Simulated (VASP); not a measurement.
# BeTe (F-43m) in VASP: a series of runs, part 2 of 2

VASP 6.6.1. Earlier steps stand in the parts before.

## Step 5: Single point, r2SCAN (volume scaled by 1.06)

Input file POSCAR:

```
BeTe
1.0
    0.0000000000      2.8839477902      2.8839477902
    2.8839477902      0.0000000000      2.8839477902
    2.8839477902      2.8839477902      0.0000000000
Be Te
1 1
Direct
    0.0000000000      0.0000000000      0.0000000000
    0.2500000000      0.2500000000      0.2500000000
```

Input file INCAR.step1:

```
SYSTEM = BeTe
  PREC = Accurate
  ENCUT = 520
  ISMEAR = 0
  SIGMA = 0.02
  LREAL = .FALSE.
  LASPH = .TRUE.
  NELM = 80
  NBANDS = 11
  GGA = PE
  ALGO = Normal
  EDIFF = 1E-4
  LWAVE = .TRUE.
  LCHARG = .FALSE.
```

Input file INCAR.step2:

```
SYSTEM = BeTe
  PREC = Accurate
  ENCUT = 520
  EDIFF = 1E-7
  ISMEAR = 0
  SIGMA = 0.02
  LREAL = .FALSE.
  LASPH = .TRUE.
  NELM = 80
  ALGO = Normal
  ISIF = 2
  LWAVE = .FALSE.
  LCHARG = .TRUE.
  METAGGA = R2SCAN
  LMIXTAU = .TRUE.
  LELF = .TRUE.
  LVHAR = .TRUE.
  NBANDS = 11
  ISTART = 1
```

Input file KPOINTS:

```
regular mesh
0
G
  8 8 8
  0 0 0
```

Potentials or basis: VASP PAW PBE potentials, release 64 (Be, Te).

Command:

```
$ cat potpaw_PBE.64/Be/POTCAR potpaw_PBE.64/Te/POTCAR > POTCAR
$ cp INCAR.step1 INCAR
$ mpirun -np 1 vasp_std > vasp.out
$ cp INCAR.step2 INCAR
$ mpirun -np 1 vasp_std > vasp.out
```

OUTCAR:

```text
SYSTEM = BeTe
   PREC = Accurate
   ENCUT = 520
   EDIFF = 1E-7
   ISMEAR = 0
   LREAL = .FALSE.
   LASPH = .TRUE.
   NELM = 80
   ISIF = 2
   METAGGA = R2SCAN
   ISTART = 1

 ion  position               nearest neighbor table
   1  0.000  0.000  0.000-   2 2.50   2 2.50   2 2.50   2 2.50
   2  0.250  0.250  0.250-   1 2.50   1 2.50   1 2.50   1 2.50

  LATTYP: Found a face centered cubic cell.
 ALAT       =     5.7678955804

  Lattice vectors:

 A1 = (   0.0000000000,   2.8839477902,   2.8839477902)
 A2 = (   2.8839477902,   0.0000000000,   2.8839477902)
 A3 = (   2.8839477902,   2.8839477902,   0.0000000000)

Analysis of symmetry for initial positions (statically):
=====================================================================
 Subroutine PRICEL returns:
 Original cell was already a primitive cell.

 Routine SETGRP: Setting up the symmetry group for a
 face centered cubic supercell.

 Subroutine GETGRP returns: Found 24 space group operations
 (whereof 24 operations were pure point group operations)
 out of a pool of 48 trial point group operations.

The static configuration has the point symmetry T_d .

Analysis of symmetry for dynamics (positions and initial velocities):
=====================================================================
 Subroutine PRICEL returns:
 Original cell was already a primitive cell.

 Routine SETGRP: Setting up the symmetry group for a
 face centered cubic supercell.

 Subroutine GETGRP returns: Found 24 space group operations
 (whereof 24 operations were pure point group operations)
 out of a pool of 48 trial point group operations.

The dynamic configuration has the point symmetry T_d .

 Subroutine INISYM returns: Found 24 space group operations
 (whereof 24 operations are pure point group operations),
 and found     1 'primitive' translations

----------------------------------------------------------------------------------------

                                     Primitive cell

  volume of cell :      47.9725

  direct lattice vectors                    reciprocal lattice vectors
     0.000000000  2.883947790  2.883947790    -0.173373458  0.173373458  0.173373458
     2.883947790  0.000000000  2.883947790     0.173373458 -0.173373458  0.173373458
     2.883947790  2.883947790  0.000000000     0.173373458  0.173373458 -0.173373458

  length of vectors
     4.078518078  4.078518078  4.078518078     0.300291637  0.300291637  0.300291637

  position of ions in fractional coordinates (direct lattice)
     0.000000000  0.000000000  0.000000000
     0.250000000  0.250000000  0.250000000

  ion indices of the primitive-cell ions
   primitive index   ion index
                 1           1
                 2           2

----------------------------------------------------------------------------------------

 KPOINTS: regular mesh

Automatic generation of k-mesh.
 Grid dimensions read from file:
 generate k-points for:    8    8    8

 Generating k-lattice:

  Cartesian coordinates                     Fractional coordinates (reciprocal lattice)
    -0.021671682  0.021671682  0.021671682     0.125000000  0.000000000  0.000000000
     0.021671682 -0.021671682  0.021671682     0.000000000  0.125000000  0.000000000
     0.021671682  0.021671682 -0.021671682     0.000000000  0.000000000  0.125000000

  Length of vectors
     0.037536455  0.037536455  0.037536455

  Shift w.r.t. Gamma in fractional coordinates (k-lattice)
     0.000000000  0.000000000  0.000000000

 Subroutine IBZKPT returns following result:
 ===========================================

 Found     29 irreducible k-points:

 Following reciprocal coordinates:
            Coordinates               Weight
  0.000000  0.000000  0.000000      1.000000
  0.125000  0.000000  0.000000      8.000000
  0.250000  0.000000  0.000000      8.000000
  0.375000  0.000000  0.000000      8.000000
  0.500000  0.000000  0.000000      4.000000
  0.125000  0.125000  0.000000      6.000000
[... 16 lines left out ...]
  0.500000  0.250000  0.125000     48.000000
 -0.375000  0.250000  0.125000     24.000000
 [... further k-points ...]
   k-points           NKPTS =     29   k-points in BZ     NKDIM =     29   number of bands    NBANDS=     11
   number of dos      NEDOS =    301   number of ions     NIONS =      2
   total plane-waves  NPLWV =  27000
   dimension x,y,z NGX =    30 NGY =   30 NGZ =   30
   dimension x,y,z NGXF=    60 NGYF=   60 NGZF=   60
   ions per type =               1   1
   NGX,Y,Z   is equivalent  to a cutoff of  12.23, 12.23, 12.23 a.u.
   NGXF,Y,Z  is equivalent  to a cutoff of  24.46, 24.46, 24.46 a.u.
 SYSTEM =  BeTe
   PREC   = accura    normal or accurate (medium, high low for compatibility)
   ISTART =      1    job   : 0-new  1-cont  2-samecut
   ICHARG =      0    charge: 1-file 2-atom 10-const
   ISPIN  =      1    spin polarized calculation?
   LNONCOLLINEAR =      F non collinear calculations
   LSORBIT =      F    spin-orbit coupling
   LASPH  =      T    aspherical Exc in radial PAW
   ENCUT  =  520.0 eV  38.22 Ry    6.18 a.u.   7.58  7.58  7.58*2*pi/ulx,y,z
   NELM   =     80;   NELMIN=  2; NELMDL=  0     # of ELM steps
   EDIFF  = 0.1E-06   stopping-criterion for ELM
   LREAL  =      F    real-space projection
   EDIFFG = 0.1E-05   stopping-criterion for IOM
   NSW    =      0    number of steps for IOM
   IBRION =     -1    ionic relax: 0-MD 1-quasi-New 2-CG
   NFREE  =      0    steps in history (QN), initial steepest desc. (CG)
   ISIF   =      2    stress and relaxation
   ISYM   =      2    0-nonsym 1-usesym 2-fastsym
   POTIM  = 0.5000    time-step for ionic-motion
   TEBEG  =    0.0;   TEEND  =   0.0 temperature during run
   PSTRESS=    0.0 pullay stress
   NELECT =       8.0000    total number of electrons
   NUPDOWN=      -1.0000    fix difference up-down
   EMIN   =  10.00;   EMAX   =-10.00  energy-range for DOS
   EFERMI =   0.00;   METHOD = LEGACY
   ISMEAR =     0;   SIGMA  =   0.02  broadening in eV -4-tet -1-fermi 0-gaus
   EFERMI_NEDOS =   21; number of points for ismear=-14 and -15
   IALGO  =     38    algorithm
   IMIX   =      4    mixing-type and parameters
     AMIX     =   0.40;   BMIX     =  1.00
     AMIX_MAG =   1.60;   BMIX_MAG =  1.00
  volume/ion in A,a.u.               =      23.99       161.87
  Fermi-wavevector in a.u.,A,eV,Ry     =   0.901102  1.702836 11.047732  0.811985
  Thomas-Fermi vector in A             =   2.024142
   LORBIT       =      0    0 simple, 1 ext, 2 COOP (PROOUT), +10 PAW based schemes
   METAGGA = R2SCAN    functional components
   LHFCALC =     F    Hartree Fock is set to
   AEXX    =    0.0000 exact exchange contribution
   IVDW    =     0    specifies the selected vdW correction
   LEPSILON=     F    determine dielectric tensor
   LRPA    =     F    only Hartree local field effects (RPA)
 non-spin polarized calculation
 Gauss-broadening in eV      SIGMA  =   0.02
  energy-cutoff  :      520.00
  volume of cell :       47.97
 maximum number of plane-waves:      1308
   NGX = 15   NGY = 15   NGZ = 15

 number of electron       8.0000000 magnetization

 Free energy of the ion-electron system (eV)
  ---------------------------------------------------
  ext. energy  EPLUGINS =         0.00000000
  ---------------------------------------------------
  free energy    TOTEN  =       -30.66021530 eV

  energy without entropy =      -30.66021530  energy(sigma->0) =      -30.66021530

 E-fermi :   4.2753     XC(G=0):  -9.1830

 val. band max:        4.1559447475   @ k =   0.0000   0.0000   0.0000
 cond. band min:       6.6577304292   @ k =   0.5000   0.5000   0.0000
 fundamental gap:      2.5017856817
 Fermi energy:         4.2752555494

 k-point     1 :       0.0000    0.0000    0.0000
  band No.  band energies     occupation
      1      -8.1585      2.00000
      2       4.1559      2.00000
      3       4.1559      2.00000
      4       4.1559      2.00000
      5       8.1173      0.00000
      6       8.2368      0.00000
      7       8.2368      0.00000
      8       8.2368      0.00000
      9      13.0513      0.00000
     10      14.7624      0.00000
     11      14.7624      0.00000
[... 309 lines left out ...]
 k-point    24 :      -0.3750    0.2500    0.1250
  band No.  band energies     occupation
      1      -6.6693      2.00000
      2      -0.7576      2.00000
      3       1.4225      2.00000
      4       2.3946      2.00000
      5       8.7631      0.00000
      6       8.9485      0.00000
      7      11.1960      0.00000
      8      12.3386      0.00000
      9      13.0807      0.00000
     10      16.2358      0.00000
     11      16.5893      0.00000

 [... further k-points ...]
[... 5 lines left out ...]
  --------------------------------------------------------------------------------------
  -------------------------------------------------------------------------------------
  Total       -0.8868959     -0.8868959     -0.8868959      0.0000000      0.0000000     -0.0000000
  in kB      -29.6204100    -29.6204100    -29.6204100      0.0000000      0.0000000     -0.0000000
  external PRESSURE =     -29.6204100 kB  Pullay stress =       0.0000000 kB

 VOLUME and BASIS-vectors are now :
 -----------------------------------------------------------------------------
  energy-cutoff  :      520.00
  volume of cell :       47.97
      direct lattice vectors                 reciprocal lattice vectors
     0.000000000  2.883947790  2.883947790    -0.173373458  0.173373458  0.173373458
     2.883947790  0.000000000  2.883947790     0.173373458 -0.173373458  0.173373458
     2.883947790  2.883947790  0.000000000     0.173373458  0.173373458 -0.173373458

 POSITION                                       TOTAL-FORCE (eV/Angst)
 -----------------------------------------------------------------------------------
      0.00000      0.00000      0.00000        -0.000000     -0.000000     -0.000000
      1.44197      1.44197      1.44197         0.000000      0.000000      0.000000
 -----------------------------------------------------------------------------------
    total drift:                                0.000000      0.000000      0.000000

  FREE ENERGIE OF THE ION-ELECTRON SYSTEM (eV)
  ---------------------------------------------------
  free  energy   TOTEN  =       -30.6602153009 eV

  energy  without entropy=      -30.6602153009  energy(sigma->0) =      -30.66021530
```

Wall time 40 s (1 thread of Intel Xeon 6975P-C (Granite Rapids), shared host); peak memory 0.17 GiB.

Results:

```
Free energy            : -30.6602 eV
Pressure               : -3.0 GPa
Band gap on the k mesh : 2.50 eV, indirect (least direct gap 3.96 eV)
```

Caveat: the PAW data sets were made with another functional, which shifts forces and pressure a little; spin-orbit coupling is left out, which moves the levels of the heavy elements. A k mesh can miss the band edges.

## Step 6: Overview

```tsv
cell	k mesh	smearing	gap on the mesh (eV)	pressure (GPa)
a = 3.917 Å, angles 60.0°, 2 atoms	6 × 6 × 6	gaussian 0.1 eV	2.21	4.5
a = 3.918 Å, angles 60.0°, 2 atoms	8 × 8 × 8	gaussian 0.02 eV	2.21	4.4
a = 3.960 Å, angles 60.0°, 2 atoms	8 × 8 × 8	gaussian 0.02 eV	2.29	2.1
a = 4.079 Å, angles 60.0°, 2 atoms	8 × 8 × 8	gaussian 0.02 eV	2.50	-3.0
```

Alike in all rows: task single point; level r2SCAN; potentials or basis VASP PAW PBE potentials, release 64 (Be, Te); no spin polarisation; cutoff (eV) 520.

Caveats: the PAW data sets were made with another functional, which shifts forces and pressure a little; spin-orbit coupling is left out, which moves the levels of the heavy elements.

Absolute energies hang on the potentials; compare differences alone.
